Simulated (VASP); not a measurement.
C, 2 atoms in the cell. The structure is tetragonal, space group I4_1/amd (No. 141). Conventional cell: a = 2.774 Å, b = 2.774 Å, c = 3.567 Å, α = 90.00°, β = 90.00°, γ = 90.00°. C (site symmetry -4m2) has 4 C at 1.65 Å within 2.2 Å.  This cell differs from its parent crystal: strain +0.1000 x Voigt [1, 1, 0, 0, 0, 0].

| Item | Value |
| --- | --- |
| Program | VASP 6.6.1 |
| Task | single point |
| Functional | r2SCAN |
| Potentials or basis | VASP PAW PBE potentials, release 64 (C) |
| Cutoff | 520 eV |
| k mesh | 12 × 12 × 12 |
| Occupations | gaussian, width 0.05 eV |
| Spin | no spin polarisation |
| Dipole correction | no |
| Further INCAR settings | ALGO = Normal; EDIFF = 1e-06; NBANDS = 11 |

Potentials or basis: VASP PAW PBE potentials, release 64 (C).

Command:

```bash
$ cat potpaw_PBE.64/C/POTCAR > POTCAR
$ cp INCAR.step1 INCAR
$ mpirun -np 1 vasp_std > vasp.out
$ cp INCAR.step2 INCAR
$ mpirun -np 1 vasp_std > vasp.out
```

Hardware: 1 thread of AMD EPYC 7R13 (shared host).

Problem. How long does it take, and how much memory?

Solution. It took 2.5 min on 1 thread of AMD EPYC 7R13 (shared host), peak memory 0.11 GiB. Counts: k points 163.
